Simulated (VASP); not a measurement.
Input of a VASP 6.6.1 run:

The input INCAR:

```
SYSTEM = AlN
PREC = Accurate
ENCUT = 520
EDIFF = 1E-7
ISMEAR = 0
SIGMA = 0.01
LREAL = .False.
LASPH = .True.
NELM = 100
ALGO = Normal
ISIF = 2
LWAVE = .False.
LCHARG = .False.
GGA = PE
NBANDS = 16
```

File KPOINTS:

```
regular mesh
0
Gamma
  6 6 4
  0 0 0
```

File POSCAR:

```
AlN
1.0
    3.1066937602      0.0000000000      0.0000000000
   -1.5533468801      2.6904757181      0.0000000000
    0.0000000000      0.0000000000      4.8292338054
Al N
2 2
Direct
    0.3333333333      0.6666666667     -0.0065832943
    0.6666666667      0.3333333333      0.4934167057
    0.3333333333      0.6666666667      0.3815832943
    0.6666666667      0.3333333333      0.8815832943
```

Potentials or basis: VASP PAW PBE potentials, release 64 (Al, N).

The run is started by

```sh
$ cat potpaw_PBE.64/Al/POTCAR potpaw_PBE.64/N/POTCAR > POTCAR
$ mpirun -np 1 vasp_std > vasp.out
```

(1) Predict the band gap on the k mesh.

(2) Predict the largest force.

(3) Estimate the pressure.

Answers

(1) 4.33 eV, direct.

(2) 0.032 eV/Å.

(3) 10.7 GPa.

Caveat: the cell differs from its parent crystal (uniaxial z strain -3.0%).
